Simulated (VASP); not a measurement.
Crystal: Be2C.

```
CELL_PARAMETERS angstrom
0.00000 2.16049 2.16049
2.16049 0.00000 2.16049
2.16049 2.16049 0.00000
ATOMIC_POSITIONS crystal
Be 0.75000 0.75000 0.75000
Be 0.25000 0.25000 0.25000
C 0.00000 0.00000 0.00000
```

Program: VASP 6.6.1. Alike in all runs: task single point; no spin polarisation; cell as given; k mesh 6 × 6 × 6; smearing gaussian 0.01 eV.

Order these runs on this cell by their band gap on the k mesh, lowest first.
A. level HSE06; potentials or basis VASP PAW PBE potentials, release 64 (Be, C); cutoff (eV) 520; grid for exact exchange (PRECFOCK) Normal; share of exact exchange 0.25; screening parameter 0.2079 1/Å
B. level LDA; potentials or basis VASP PAW LDA potentials, release 64 (Be, C); cutoff (eV) 600
C. level r2SCAN; potentials or basis VASP PAW PBE potentials, release 64 (Be, C); cutoff (eV) 660

B (1.18 eV), C (1.52 eV), A (1.90 eV).

Caveats: the cell stands under tension (at least some runs).

A k mesh can miss the band edges.
